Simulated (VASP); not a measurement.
Write the native input for VASP 6.6.1 that does the following.

```
Task                   : single point
Functional             : PBE
Potentials or basis    : VASP PAW PBE potentials, release 64 (Be)
Cutoff                 : 520 eV
k mesh                 : 18 × 18 × 10
Occupations            : gaussian, width 0.1 eV
Spin                   : no spin polarisation
Dipole correction      : no
Further INCAR settings : ALGO = Normal; EDIFF = 1e-06; NBANDS = 9
```

The structure of Be lies in POSCAR:

```
Be
1.0
    2.2601756489      0.0000000000      0.0000000000
   -1.1300878244      1.9573695290      0.0000000000
    0.0000000000      0.0000000000      3.5731252969
Be
2
Direct
    0.3333333333      0.6666666667      0.2500000000
    0.6666666667      0.3333333333      0.7500000000
```

These files were run (other wordings do the same):

INCAR

```
SYSTEM = Be
PREC     = Accurate       ! precision mode
ENCUT    = 520            ! plane-wave cutoff, eV
EDIFF    = 1E-6           ! SCF threshold, eV
ISMEAR   = 0              ! smearing method
SIGMA    = 0.1            ! smearing width, eV
LREAL    = .FALSE.        ! projectors in reciprocal space
LASPH    = .TRUE.         ! aspherical terms in the spheres
NELM     = 80             ! most SCF steps
ALGO     = Normal         ! electronic algorithm
ISIF     = 2              ! what is computed and relaxed
LWAVE    = .FALSE.        ! write WAVECAR
LCHARG   = .FALSE.        ! write CHGCAR
GGA      = PE             ! functional
NBANDS   = 9              ! bands
```

KPOINTS

```
regular mesh
0
G
  18 18 10
  0 0 0
```

Potentials or basis: VASP PAW PBE potentials, release 64 (Be).

Launch:

```console
$ cat potpaw_PBE.64/Be/POTCAR > POTCAR
$ mpirun -np 1 vasp_std > vasp.out
```

Results of the run:

The pressure is 0.1 GPa and the band gap on the k mesh is zero (bands 2 and 3 overlap by 2.09 eV).

Wall time 12 s on 1 thread of Intel(R) Xeon(R) Platinum 8488C (Sapphire Rapids) (shared host), peak memory 0.14 GiB.
